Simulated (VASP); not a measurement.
# TaN (P-62m) in VASP: a series of runs, part 2 of 2

VASP 6.6.1. The steps go on from the part before.

## (5) Single point, RPBE+D3(BJ)

This run uses another cell than the first one, of 10.31 Å³/atom, 0.891 times its volume.

INCAR reads:

```
SYSTEM = TaN
PREC = Accurate
ENCUT = 520
EDIFF = 1E-6
ISMEAR = -1
SIGMA = 0.05
LREAL = .False.
LASPH = .True.
NELM = 80
ALGO = Normal
ISIF = 2
LWAVE = .False.
LCHARG = .False.
GGA = RP
IVDW = 12
NBANDS = 33
```

KPOINTS reads:

```
regular mesh
0
Gamma
  6 6 9
  0 0 0
```

POSCAR reads:

```
TaN
1.0
    5.0108713571      0.0000000000      0.0000000000
   -2.5054356786      4.3395418904      0.0000000000
    0.0000000000      0.0000000000      2.8447622650
Ta N
3 3
Direct
    0.0000000000      0.0000000000      0.0000000000
    0.6666666667      0.3333333333      0.5000000000
    0.3333333333      0.6666666667      0.5000000000
    0.0000000000      0.3983749744      0.0000000000
    0.6016250256      0.6016250256      0.0000000000
    0.3983749744      0.0000000000      0.0000000000
```

Potentials or basis: VASP PAW PBE potentials, release 64 (Ta_pv, N).

Command:

```sh
$ cat potpaw_PBE.64/Ta_pv/POTCAR potpaw_PBE.64/N/POTCAR > POTCAR
$ mpirun -np 1 vasp_std > vasp.out
```

OUTCAR:

```text
SYSTEM = TaN
   PREC = Accurate
   ENCUT = 520
   EDIFF = 1E-6
   ISMEAR = -1
   LREAL = .False.
   LASPH = .True.
   NELM = 80
   ISIF = 2
   GGA = RP
   IVDW = 12
 IVDW          = 12

 ion  position               nearest neighbor table
   1  0.000  0.000  0.000-   6 2.00   5 2.00   4 2.00   3 3.22   2 3.22   2 3.22   3 3.22   2 3.22
                             2 3.22   3 3.22   3 3.22   2 3.22   2 3.22   3 3.22   3 3.22
   2  0.667  0.333  0.500-   4 2.09   4 2.09   6 2.09   6 2.09   5 2.09   5 2.09   3 2.89   3 2.89
                             3 2.89   1 3.22   1 3.22   1 3.22   1 3.22   1 3.22   1 3.22
   3  0.333  0.667  0.500-   6 2.09   6 2.09   4 2.09   4 2.09   5 2.09   5 2.09   2 2.89   2 2.89
                             2 2.89   1 3.22   1 3.22   1 3.22   1 3.22   1 3.22   1 3.22
   4  0.000  0.398  0.000-   1 2.00   2 2.09   2 2.09   3 2.09   3 2.09
   5  0.602  0.602  0.000-   1 2.00   3 2.09   3 2.09   2 2.09   2 2.09
   6  0.398  0.000  0.000-   1 2.00   3 2.09   3 2.09   2 2.09   2 2.09

  LATTYP: Found a hexagonal cell.
 ALAT       =     5.0108713571
 C/A-ratio  =     0.5677180798

  Lattice vectors:

 A1 = (   5.0108713571,   0.0000000000,   0.0000000000)
[... 190 lines left out ...]
 Fermi energy:         9.4789557524

 k-point     1 :       0.0000    0.0000    0.0000
  band No.  band energies     occupation
      1     -26.8027      2.00000
      2     -26.8027      2.00000
      3     -26.3449      2.00000
      4     -26.3449      2.00000
      5     -26.0951      2.00000
      6     -25.9265      2.00000
[... 853 lines left out ...]
     32      13.8032      0.00000
     33      15.3782      0.00000

 [... further k-points ...]

------------------------ aborting loop because EDIFF is reached ----------------------------------------

 Edisp (eV)  -17.58084

 E6    (eV) :    -5.2949

 E8    (eV) :   -12.2860

  FORCE on cell =-STRESS in cart. coord.  units (eV):
  Direction    XX          YY          ZZ          XY          YZ          ZX
  --------------------------------------------------------------------------------------
  -------------------------------------------------------------------------------------
  Total       0.50588     0.50588     0.44271    -0.00000     0.00000     0.00000
  in kB      13.10256    13.10256    11.46629    -0.00000     0.00000     0.00000
  external pressure =       12.56 kB  Pullay stress =        0.00 kB

 VOLUME and BASIS-vectors are now :
 -----------------------------------------------------------------------------
  energy-cutoff  :      520.00
  volume of cell :       61.86
      direct lattice vectors                 reciprocal lattice vectors
     5.010871357  0.000000000  0.000000000     0.199566089  0.115219535  0.000000000
    -2.505435679  4.339541890  0.000000000     0.000000000  0.230439071  0.000000000
     0.000000000  0.000000000  2.844762265     0.000000000  0.000000000  0.351523223

 POSITION                                       TOTAL-FORCE (eV/Angst)
 -----------------------------------------------------------------------------------
      0.00000      0.00000      0.00000         0.000000      0.000000      0.000000
      2.50544      1.44651      1.42238         0.000000     -0.000000      0.000000
     -0.00000      2.89303      1.42238         0.000000      0.000000      0.000000
     -0.99810      1.72876      0.00000        -0.007598      0.013159      0.000000
      1.50733      2.61078      0.00000        -0.007598     -0.013159      0.000000
      1.99621      0.00000      0.00000         0.015195      0.000000      0.000000
 -----------------------------------------------------------------------------------
    total drift:                                0.000000      0.000001     -0.000000

  FREE ENERGIE OF THE ION-ELECTRON SYSTEM (eV)
  ---------------------------------------------------
  free  energy   TOTEN  =       -80.8637296613 eV

  energy  without entropy=      -80.8600300186  energy(sigma->0) =      -80.86187984
```

OSZICAR:

```text
N       E                     dE             d eps       ncg     rms          rms(c)
DAV:   1     0.455606070578E+03    0.45561E+03   -0.26111E+04  2310   0.155E+03
DAV:   2    -0.439455218052E+02   -0.49955E+03   -0.47639E+03  2627   0.459E+02
DAV:   3    -0.724217240001E+02   -0.28476E+02   -0.28031E+02  2853   0.107E+02
DAV:   4    -0.729200829382E+02   -0.49836E+00   -0.49617E+00  2835   0.140E+01
DAV:   5    -0.729303083279E+02   -0.10225E-01   -0.10218E-01  3025   0.162E+00    0.524E+01
DAV:   6    -0.633812370267E+02    0.95491E+01   -0.42126E+01  2928   0.375E+01    0.225E+01
DAV:   7    -0.633364352432E+02    0.44802E-01   -0.19127E+00  2815   0.836E+00    0.123E+01
DAV:   8    -0.632971200126E+02    0.39315E-01   -0.28089E-01  2892   0.368E+00    0.917E-01
DAV:   9    -0.632833620044E+02    0.13758E-01   -0.34224E-02  2976   0.178E+00    0.367E-01
DAV:  10    -0.632830271226E+02    0.33488E-03   -0.11331E-02  2690   0.562E-01    0.187E-01
DAV:  11    -0.632829238343E+02    0.10329E-03   -0.22009E-03  2830   0.295E-01    0.428E-02
DAV:  12    -0.632828920223E+02    0.31812E-04   -0.19749E-04  2768   0.918E-02    0.159E-02
DAV:  13    -0.632828914234E+02    0.59887E-06   -0.11792E-05  2743   0.222E-02    0.499E-03
DAV:  14    -0.632828911966E+02    0.22677E-06   -0.75514E-07  1555   0.627E-03
   1 F= -.80863730E+02 E0= -.80861880E+02  d E =-.369964E-02
```

stdout:

```text
POSCAR found type information on POSCAR TaN
 POSCAR found :  2 types and       6 ions
 scaLAPACK will be used
 -----------------------------------------------------------------------------
|                                                                             |
|                                                                             |
|     You enforced a specific xc type in the INCAR file but a different       |
|     I HOPE YOU KNOW WHAT YOU ARE DOING!                                     |
|                                                                             |
 -----------------------------------------------------------------------------

 LDA part: xc-table for (Slater+PW92), standard interpolation
 POSCAR, INCAR and KPOINTS ok, starting setup
 FFT: planning ... GRIDC
 FFT: planning ... GRID_SOFT
 FFT: planning ... GRID
 WAVECAR not read
 entering main loop
```

It took 75 s on 1 thread of Intel Xeon Platinum 8259CL at 2.50GHz (Skylake/Cascade Lake), shared host; peak memory 0.22 GiB.

Results:

```yaml
Free_energy: -80.8637 eV
Pressure: 1.3 GPa
Largest_force: 0.015 eV/Å
Band_gap_on_the_k_mesh: zero (band 24 reaches 11.20 eV, above the bottom of band 25 at 8.18 eV)
Dispersion_energy_per_atom: -2.930 eV
```

Forces in eV/Å, atoms in the order of the input:
```
Ta   0.000  0.000  0.000
Ta   0.000  0.000  0.000
Ta   0.000  0.000  0.000
N   -0.008  0.013  0.000
N   -0.008 -0.013  0.000
N    0.015  0.000  0.000
```

Caveat: the PAW data sets were made with another functional, which shifts forces and pressure a little; spin-orbit coupling is left out, which moves the levels of the heavy elements; pairwise dispersion overbinds metals, which lowers pressure and volume.

## (6) The runs side by side

```csv
level,cell,gap on the mesh (eV),pressure (GPa),largest force (eV/Å)
BLYP+D4,"a = 5.242, b = 5.242, c = 2.918 Å, angles 90.0, 90.0, 120.0°, 6 atoms",none,1.9,0.03
BLYP,"a = 5.295, b = 5.295, c = 2.946 Å, angles 90.0, 90.0, 120.0°, 6 atoms",none,1.7,0.02
r2SCAN,"a = 5.196, b = 5.196, c = 2.911 Å, angles 90.0, 90.0, 120.0°, 6 atoms",none,1.9,0.02
RPBE+D3(BJ),"a = 5.011, b = 5.011, c = 2.845 Å, angles 90.0, 90.0, 120.0°, 6 atoms",none,1.3,0.02
```

Alike in all rows: task single point; potentials or basis VASP PAW PBE potentials, release 64 (Ta_pv, N); no spin polarisation; k mesh 6 × 6 × 9; cutoff (eV) 520; smearing fermi-dirac 0.05 eV.

Caveats: the PAW data sets were made with another functional, which shifts forces and pressure a little; spin-orbit coupling is left out, which moves the levels of the heavy elements; pairwise dispersion overbinds metals, which lowers pressure and volume (some runs).

Absolute energies hang on the potentials; compare differences alone.
